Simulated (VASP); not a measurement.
# Ti (P6_3/mmc) in VASP: settings compared, part 3 of 3

VASP 6.6.1. The steps go on from the part before.

## Step 5: Single point, PBEsol+D3(BJ)

This run uses another cell than the first one, of 18.69 Å³/atom, 1.039 times its volume.

Input file INCAR:

```
SYSTEM = Ti
PREC = Accurate
ENCUT = 520
EDIFF = 1E-7
ISMEAR = -1
SIGMA = 0.05
LREAL = .FALSE.
LASPH = .TRUE.
NELM = 60
ALGO = Normal
ISIF = 2
LWAVE = .FALSE.
LCHARG = .FALSE.
GGA = PS
IVDW = 12
NBANDS = 19
```

Input file KPOINTS:

```
Automatic mesh
0
G
  10 10 6
  0 0 0
```

Input file POSCAR:

```
Ti
1.0
    3.0078578261      0.0000000000      0.0000000000
   -1.5039289131      2.6048812885      0.0000000000
    0.0000000000      0.0000000000      4.7717880089
Ti
2
Direct
    0.6666666667      0.3333333333      0.7500000000
    0.3333333333      0.6666666667      0.2500000000
```

Potentials or basis: VASP PAW PBE potentials, release 64 (Ti_sv).

Command:

```console
> cat potpaw_PBE.64/Ti_sv/POTCAR > POTCAR
> mpirun -np 1 vasp_std > vasp.out
```

OUTCAR:

```text
SYSTEM = Ti
   PREC = Accurate
   ENCUT = 520
   EDIFF = 1E-7
   ISMEAR = -1
   LREAL = .FALSE.
   LASPH = .TRUE.
   NELM = 60
   ISIF = 2
   GGA = PS
   IVDW = 12
 IVDW          = 12

 ion  position               nearest neighbor table
   1  0.667  0.333  0.750-
   2  0.333  0.667  0.250-

  LATTYP: Found a hexagonal cell.
 ALAT       =     3.0078578261
 C/A-ratio  =     1.5864406780

  Lattice vectors:

 A1 = (   3.0078578261,   0.0000000000,   0.0000000000)
 A2 = (  -1.5039289131,   2.6048812885,   0.0000000000)
 A3 = (   0.0000000000,   0.0000000000,   4.7717880089)

Analysis of symmetry for initial positions (statically):
=====================================================================
 Subroutine PRICEL returns:
 Original cell was already a primitive cell.

 Routine SETGRP: Setting up the symmetry group for a
 hexagonal supercell.

 Subroutine GETGRP returns: Found 24 space group operations
 (whereof 12 operations were pure point group operations)
 out of a pool of 24 trial point group operations.

The static configuration has the point symmetry D_3d.
 The point group associated with its full space group is D_6h.

Analysis of symmetry for dynamics (positions and initial velocities):
=====================================================================
 Subroutine PRICEL returns:
 Original cell was already a primitive cell.

 Routine SETGRP: Setting up the symmetry group for a
 hexagonal supercell.

 Subroutine GETGRP returns: Found 24 space group operations
 (whereof 12 operations were pure point group operations)
 out of a pool of 24 trial point group operations.

The dynamic configuration has the point symmetry D_3d.
 The point group associated with its full space group is D_6h.

 Subroutine INISYM returns: Found 24 space group operations
 (whereof 12 operations are pure point group operations),
 and found     1 'primitive' translations

[... 110 lines left out ...]
   EFERMI_NEDOS =   21; number of points for ismear=-14 and -15
   IALGO  =     38    algorithm
   IMIX   =      4    mixing-type and parameters
     AMIX     =   0.40;   BMIX     =  1.00
     AMIX_MAG =   1.60;   BMIX_MAG =  1.00
  volume/ion in A,a.u.               =      18.69       126.15
  Fermi-wavevector in a.u.,A,eV,Ry     =   1.412222  2.668714 27.135083  1.994372
  Thomas-Fermi vector in A             =   2.533993
   LORBIT       =      0    0 simple, 1 ext, 2 COOP (PROOUT), +10 PAW based schemes
   GGA     = PS    functional components
   LHFCALC =     F    Hartree Fock is set to
   AEXX    =    0.0000 exact exchange contribution
   IVDW    =    12    specifies the selected vdW correction
   LEPSILON=     F    determine dielectric tensor
   LRPA    =     F    only Hartree local field effects (RPA)
 non-spin polarized calculation
  energy-cutoff  :      520.00
  volume of cell :       37.39
 maximum number of plane-waves:      1032
 NGX is ok and might be reduce to    24
   NGX = 11   NGY = 11   NGZ = 17

 number of electron      23.9999996 magnetization

 Free energy of the ion-electron system (eV)
  ---------------------------------------------------
  ext. energy  EPLUGINS =         0.00000000
  ---------------------------------------------------
  free energy    TOTEN  =       -16.53702424 eV

  energy without entropy =      -16.51666024  energy(sigma->0) =      -16.52684224

 E-fermi :   7.4466     XC(G=0): -11.2881

 val. band max:        7.4463460016   @ k =   0.3000   0.3000   0.3333
 cond. band min:       7.4571650553   @ k =   0.1000   0.1000   0.1667
 fundamental gap:      0.0108190537
 Fermi energy:         7.4466301138

 k-point     1 :       0.0000    0.0000    0.0000
  band No.  band energies     occupation
      1     -49.3007      2.00000
      2     -49.1981      2.00000
      3     -25.9147      2.00000
      4     -25.3953      2.00000
      5     -25.3953      2.00000
      6     -25.3519      2.00000
[... 505 lines left out ...]
      6     -25.5138      2.00000
[... 11 lines left out ...]
     18      10.5815      0.00000
     19      11.2301      0.00000

 [... further k-points ...]

------------------------ aborting loop because EDIFF is reached ----------------------------------------

 Edisp (eV)   -1.11324

 E8    (eV) :    -0.7790

  FORCE on cell =-STRESS in cart. coord.  units (eV):
  Direction    XX          YY          ZZ          XY          YZ          ZX
  --------------------------------------------------------------------------------------
  -------------------------------------------------------------------------------------
  Total      -3.64580    -3.64580    -3.76701     0.00000     0.00000    -0.00000
  in kB    -156.23453  -156.23453  -161.42889     0.00000     0.00000    -0.00000
  external pressure =     -157.97 kB  Pullay stress =        0.00 kB

 VOLUME and BASIS-vectors are now :
 -----------------------------------------------------------------------------
  energy-cutoff  :      520.00
  volume of cell :       37.39
      direct lattice vectors                 reciprocal lattice vectors
     3.007857826  0.000000000  0.000000000     0.332462522  0.191947327  0.000000000
    -1.503928913  2.604881289  0.000000000     0.000000000  0.383894654  0.000000000
     0.000000000  0.000000000  4.771788009     0.000000000  0.000000000  0.209565052

 POSITION                                       TOTAL-FORCE (eV/Angst)
 -----------------------------------------------------------------------------------
      1.50393      0.86829      3.57884         0.000000     -0.000000      0.000000
     -0.00000      1.73659      1.19295        -0.000000      0.000000      0.000000
 -----------------------------------------------------------------------------------
    total drift:                               -0.000000      0.000000     -0.000000

  FREE ENERGIE OF THE ION-ELECTRON SYSTEM (eV)
  ---------------------------------------------------
  free  energy   TOTEN  =       -17.6502599017 eV

  energy  without entropy=      -17.6298959050  energy(sigma->0) =      -17.64007790
```

OSZICAR:

```text
N       E                     dE             d eps       ncg     rms          rms(c)
DAV:   1     0.262091019145E+03    0.26209E+03   -0.12995E+04  2136   0.154E+03
DAV:   2     0.114223451095E+02   -0.25067E+03   -0.24643E+03  2196   0.441E+02
DAV:   3    -0.177494842739E+02   -0.29172E+02   -0.28858E+02  3968   0.122E+02
DAV:   4    -0.190821167452E+02   -0.13326E+01   -0.13314E+01  2430   0.271E+01
DAV:   5    -0.191488119653E+02   -0.66695E-01   -0.66689E-01  3271   0.434E+00    0.117E+01
DAV:   6    -0.165541227431E+02    0.25947E+01   -0.98232E+00  2480   0.302E+01    0.262E+00
DAV:   7    -0.165278955867E+02    0.26227E-01   -0.74336E-01  3205   0.589E+00    0.202E+00
DAV:   8    -0.165443236639E+02   -0.16428E-01   -0.19105E-01  2373   0.515E+00    0.637E-01
DAV:   9    -0.165366006295E+02    0.77230E-02   -0.47115E-02  2475   0.206E+00    0.675E-02
DAV:  10    -0.165369287298E+02   -0.32810E-03   -0.26552E-03  3111   0.294E-01    0.840E-02
DAV:  11    -0.165370294695E+02   -0.10074E-03   -0.18110E-04  2560   0.909E-02    0.344E-02
DAV:  12    -0.165370242431E+02    0.52263E-05   -0.43139E-05  2777   0.480E-02    0.103E-02
DAV:  13    -0.165370241407E+02    0.10246E-06   -0.17791E-06  2394   0.126E-02    0.689E-04
DAV:  14    -0.165370242384E+02   -0.97777E-07   -0.23947E-07  2014   0.247E-03
   1 F= -.17650260E+02 E0= -.17640078E+02  d E =-.203640E-01
```

Wall time 23 s (1 thread of AMD EPYC 9R45 (Zen 5), shared host); peak memory 0.15 GiB.

Results:

```yaml
Free_energy: -17.6503 eV
Pressure: -15.8 GPa
Band_gap_on_the_k_mesh: zero (band 12 reaches 8.19 eV, above the bottom of band 13 at 7.21 eV)
Dispersion_energy_per_atom: -0.557 eV
```

Levels at points of the mesh, in eV from the Fermi level:
```csv
k point,band 9,band 10,band 11,band 12,band 13,band 14,band 15,band 16
"(0.00, 0.00, 0.00)",-6.02,-2.51,0.60,0.74,0.74,0.83,1.18,1.18
"(0.50, 0.00, 0.00)",-2.24,-1.95,-1.66,-0.66,0.47,0.56,1.08,3.06
"(0.00, 0.00, 0.50)",-4.26,-4.26,0.09,0.09,0.65,0.65,0.65,0.65
"(0.50, 0.00, 0.50)",-2.35,-2.35,-0.73,-0.73,1.16,1.16,1.60,1.60
```

Caveat: the PAW data sets were made with another functional, which shifts forces and pressure a little; pairwise dispersion overbinds metals, which lowers pressure and volume.

## Step 6: Single point, revPBE+D3(BJ)

This run uses another cell than the first one, of 18.69 Å³/atom, 1.039 times its volume.

Input file INCAR:

```
SYSTEM = Ti
PREC = Accurate
ENCUT = 520
EDIFF = 1E-7
ISMEAR = -1
SIGMA = 0.05
LREAL = .FALSE.
LASPH = .TRUE.
NELM = 80
ALGO = Normal
ISIF = 2
LWAVE = .FALSE.
LCHARG = .TRUE.
GGA = RE
IVDW = 12
LELF = .TRUE.
LVHAR = .TRUE.
NBANDS = 19
```

KPOINTS is that of step 5.

POSCAR is that of step 5.

Potentials or basis: VASP PAW PBE potentials, release 64 (Ti_sv).

Command:

```console
> cat potpaw_PBE.64/Ti_sv/POTCAR > POTCAR
> mpirun -np 1 vasp_std > vasp.out
```

OUTCAR:

```text
SYSTEM = Ti
   PREC = Accurate
   ENCUT = 520
   EDIFF = 1E-7
   ISMEAR = -1
   LREAL = .FALSE.
   LASPH = .TRUE.
   NELM = 80
   ISIF = 2
   GGA = RE
   IVDW = 12
 IVDW          = 12

 ion  position               nearest neighbor table
   1  0.667  0.333  0.750-
   2  0.333  0.667  0.250-

  LATTYP: Found a hexagonal cell.
 ALAT       =     3.0078578261
 C/A-ratio  =     1.5864406780

  Lattice vectors:

 A1 = (   3.0078578261,   0.0000000000,   0.0000000000)
 A2 = (  -1.5039289131,   2.6048812885,   0.0000000000)
 A3 = (   0.0000000000,   0.0000000000,   4.7717880089)

Analysis of symmetry for initial positions (statically):
=====================================================================
 Subroutine PRICEL returns:
 Original cell was already a primitive cell.

 Routine SETGRP: Setting up the symmetry group for a
 hexagonal supercell.

 Subroutine GETGRP returns: Found 24 space group operations
 (whereof 12 operations were pure point group operations)
 out of a pool of 24 trial point group operations.

The static configuration has the point symmetry D_3d.
 The point group associated with its full space group is D_6h.

Analysis of symmetry for dynamics (positions and initial velocities):
=====================================================================
 Subroutine PRICEL returns:
 Original cell was already a primitive cell.

 Routine SETGRP: Setting up the symmetry group for a
 hexagonal supercell.

 Subroutine GETGRP returns: Found 24 space group operations
 (whereof 12 operations were pure point group operations)
 out of a pool of 24 trial point group operations.

The dynamic configuration has the point symmetry D_3d.
 The point group associated with its full space group is D_6h.

 Subroutine INISYM returns: Found 24 space group operations
 (whereof 12 operations are pure point group operations),
 and found     1 'primitive' translations

[... 110 lines left out ...]
   EFERMI_NEDOS =   21; number of points for ismear=-14 and -15
   IALGO  =     38    algorithm
   IMIX   =      4    mixing-type and parameters
     AMIX     =   0.40;   BMIX     =  1.00
     AMIX_MAG =   1.60;   BMIX_MAG =  1.00
  volume/ion in A,a.u.               =      18.69       126.15
  Fermi-wavevector in a.u.,A,eV,Ry     =   1.412222  2.668714 27.135083  1.994372
  Thomas-Fermi vector in A             =   2.533993
   LORBIT       =      0    0 simple, 1 ext, 2 COOP (PROOUT), +10 PAW based schemes
   GGA     = RE    functional components
   LHFCALC =     F    Hartree Fock is set to
   AEXX    =    0.0000 exact exchange contribution
   IVDW    =    12    specifies the selected vdW correction
   LEPSILON=     F    determine dielectric tensor
   LRPA    =     F    only Hartree local field effects (RPA)
 non-spin polarized calculation
  energy-cutoff  :      520.00
  volume of cell :       37.39
 maximum number of plane-waves:      1032
 NGX is ok and might be reduce to    24
   NGX = 11   NGY = 11   NGZ = 17

 number of electron      23.9999996 magnetization

 Free energy of the ion-electron system (eV)
  ---------------------------------------------------
  ext. energy  EPLUGINS =         0.00000000
  ---------------------------------------------------
  free energy    TOTEN  =       -15.01415614 eV

  energy without entropy =      -14.99455004  energy(sigma->0) =      -15.00435309

 E-fermi :   7.6585     XC(G=0): -11.0758

 val. band max:        7.6513384792   @ k =   0.3000   0.3000   0.3333
 cond. band min:       7.6588278393   @ k =   0.2000  -0.0000   0.3333
 fundamental gap:      0.0074893601
 Fermi energy:         7.6585058648

 k-point     1 :       0.0000    0.0000    0.0000
  band No.  band energies     occupation
      1     -49.4306      2.00000
      2     -49.3313      2.00000
      3     -25.8874      2.00000
      4     -25.3795      2.00000
      5     -25.3795      2.00000
      6     -25.3371      2.00000
[... 505 lines left out ...]
      6     -25.4954      2.00000
[... 11 lines left out ...]
     18      10.7751      0.00000
     19      11.4163      0.00000

 [... further k-points ...]

------------------------ aborting loop because EDIFF is reached ----------------------------------------

 Edisp (eV)   -2.07141

 E8    (eV) :    -1.5025

  FORCE on cell =-STRESS in cart. coord.  units (eV):
  Direction    XX          YY          ZZ          XY          YZ          ZX
  --------------------------------------------------------------------------------------
  -------------------------------------------------------------------------------------
  Total      -3.34546    -3.34546    -3.43614     0.00000    -0.00000     0.00000
  in kB    -143.36408  -143.36408  -147.24997     0.00000    -0.00000     0.00000
  external pressure =     -144.66 kB  Pullay stress =        0.00 kB

 VOLUME and BASIS-vectors are now :
 -----------------------------------------------------------------------------
  energy-cutoff  :      520.00
  volume of cell :       37.39
      direct lattice vectors                 reciprocal lattice vectors
     3.007857826  0.000000000  0.000000000     0.332462522  0.191947327  0.000000000
    -1.503928913  2.604881289  0.000000000     0.000000000  0.383894654  0.000000000
     0.000000000  0.000000000  4.771788009     0.000000000  0.000000000  0.209565052

 POSITION                                       TOTAL-FORCE (eV/Angst)
 -----------------------------------------------------------------------------------
      1.50393      0.86829      3.57884         0.000000     -0.000000      0.000000
     -0.00000      1.73659      1.19295        -0.000000      0.000000      0.000000
 -----------------------------------------------------------------------------------
    total drift:                               -0.000000      0.000000     -0.000000

  FREE ENERGIE OF THE ION-ELECTRON SYSTEM (eV)
  ---------------------------------------------------
  free  energy   TOTEN  =       -17.0855670803 eV

  energy  without entropy=      -17.0659609783  energy(sigma->0) =      -17.07576403
```

It took 24 s on 1 thread of AMD EPYC 9R45 (Zen 5), shared host; peak memory 0.15 GiB.

What came out:

```yaml
Free_energy: -17.0856 eV
Pressure: -14.5 GPa
Band_gap_on_the_k_mesh: zero (band 12 reaches 8.40 eV, above the bottom of band 13 at 7.41 eV)
Dispersion_energy_per_atom: -1.036 eV
```

Caveat: the PAW data sets were made with another functional, which shifts forces and pressure a little; pairwise dispersion overbinds metals, which lowers pressure and volume.

## Step 7: Overview

```tsv
level	cell	gap on the mesh (eV)	pressure (GPa)
revPBE+D3(BJ)	a = 2.970, b = 2.970, c = 4.711 Å, angles 90.0, 90.0, 120.0°, 2 atoms	none	-11.6
PBEsol+D3(BJ)	a = 2.989, b = 2.989, c = 4.742 Å, angles 90.0, 90.0, 120.0°, 2 atoms	none	-14.5
revPBE+D3(BJ)	a = 2.989, b = 2.989, c = 4.742 Å, angles 90.0, 90.0, 120.0°, 2 atoms	none	-13.1
PBEsol+D3(BJ)	a = 3.008, b = 3.008, c = 4.772 Å, angles 90.0, 90.0, 120.0°, 2 atoms	none	-15.8
revPBE+D3(BJ)	a = 3.008, b = 3.008, c = 4.772 Å, angles 90.0, 90.0, 120.0°, 2 atoms	none	-14.5
```

Alike in all rows: task single point; potentials or basis VASP PAW PBE potentials, release 64 (Ti_sv); no spin polarisation; k mesh 10 × 10 × 6; cutoff (eV) 520; smearing fermi-dirac 0.05 eV.

Caveats: the PAW data sets were made with another functional, which shifts forces and pressure a little; pairwise dispersion overbinds metals, which lowers pressure and volume.

Absolute energies hang on the potentials; compare differences alone.
